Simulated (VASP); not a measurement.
Write the native input for VASP 6.6.1 that does the following.

```yaml
Task: single point
Functional: PBEsol
Potentials_or_basis: VASP PAW PBE potentials, release 64 (Li_sv)
Cutoff: 520 eV
k_mesh: 15 × 15 × 8
Occupations: fermi-dirac, width 0.03 eV
Spin: no spin polarisation
Dipole_correction: no
Further_INCAR_settings: ALGO = Normal; EDIFF = 1e-06; NBANDS = 10
```

The structure of Li lies in POSCAR:

```
Li
1.0
    3.1519410852      0.0000000000      0.0000000000
   -1.5759705426      2.7296610510      0.0000000000
    0.0000000000      0.0000000000      5.1600208437
Li
2
Direct
    0.3333333333      0.6666666667      0.2500000000
    0.6666666667      0.3333333333      0.7500000000
```

This isn't the form of Li at room conditions, which is bcc.

The input as run:

INCAR

```
SYSTEM = Li
PREC = Accurate
ENCUT = 520
EDIFF = 1E-6
ISMEAR = -1
SIGMA = 0.03
LREAL = .False.
LASPH = .True.
NELM = 80
ALGO = Normal
ISIF = 2
LWAVE = .False.
LCHARG = .True.
GGA = PS
LELF = .True.
LVHAR = .True.
NBANDS = 10
```

KPOINTS

```
Automatic mesh
0
Gamma
  15 15 8
  0 0 0
```

Potentials or basis: VASP PAW PBE potentials, release 64 (Li_sv).

Launch:

```console
$ cat potpaw_PBE.64/Li_sv/POTCAR > POTCAR
$ mpirun -np 1 vasp_std > vasp.out
```

It gave:

```json
{
  "Band gap on the k mesh": "zero (bands 3 and 4 overlap by 4.43 eV)"
}
```

Run time: 14 s on 1 thread of Intel(R) Xeon(R) Platinum 8559C (Emerald Rapids), on a shared host, peak memory 0.17 GiB.
